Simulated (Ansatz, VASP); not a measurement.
**One calculation of Si16O, two programs**

```
CELL_PARAMETERS angstrom
0.00000 5.43000 5.43000
5.43000 0.00000 5.43000
5.43000 5.43000 0.00000
ATOMIC_POSITIONS crystal
Si 0.00068 0.97718 0.01927
Si 0.12637 0.11596 0.12911
Si 0.00499 0.98528 0.50357
Si 0.12812 0.09606 0.64387
Si 0.00433 0.49086 0.00501
Si 0.08663 0.60411 0.18427
Si 0.97620 0.46956 0.55588
Si 0.13348 0.61038 0.62939
Si 0.50044 0.00493 0.98791
Si 0.62740 0.11366 0.12804
Si 0.50395 0.99287 0.49742
Si 0.63084 0.12449 0.61239
Si 0.45772 0.47868 0.05109
Si 0.63274 0.63127 0.08034
Si 0.50885 0.49741 0.45163
Si 0.62017 0.62714 0.58150
O 0.43538 0.55925 0.81573
```

Alike in both runs: functional PBE; k mesh 2 × 2 × 2; occupations fermi-dirac, width 0.05 eV; collinear spin.

Ansatz relaxed the structure, and its values are those at the end. VASP's run is a single point on that final structure, the one shown.

|  | VASP | Ansatz |
| --- | --- | --- |
| version | VASP 6.6.1 | Ansatz 0.2.0 |
| potentials or method | VASP PAW PBE potentials, release 64 (Si, O), cutoff 520 eV | scalar-relativistic, plane waves, PAW |
| valence electrons in the cell | 70 | 70 |

|  | VASP | Ansatz | Ansatz less VASP |
| --- | --- | --- | --- |
| rms of the force components (eV/Å) | 0.016 | 0.009 | -0.0072 |
| net moment per atom (μB) | 0.00 | 0.00 | 0.000 |

Ansatz's warnings: seeded moment not kept.

The k mesh is coarse, so the values compare programs but aren't converged.
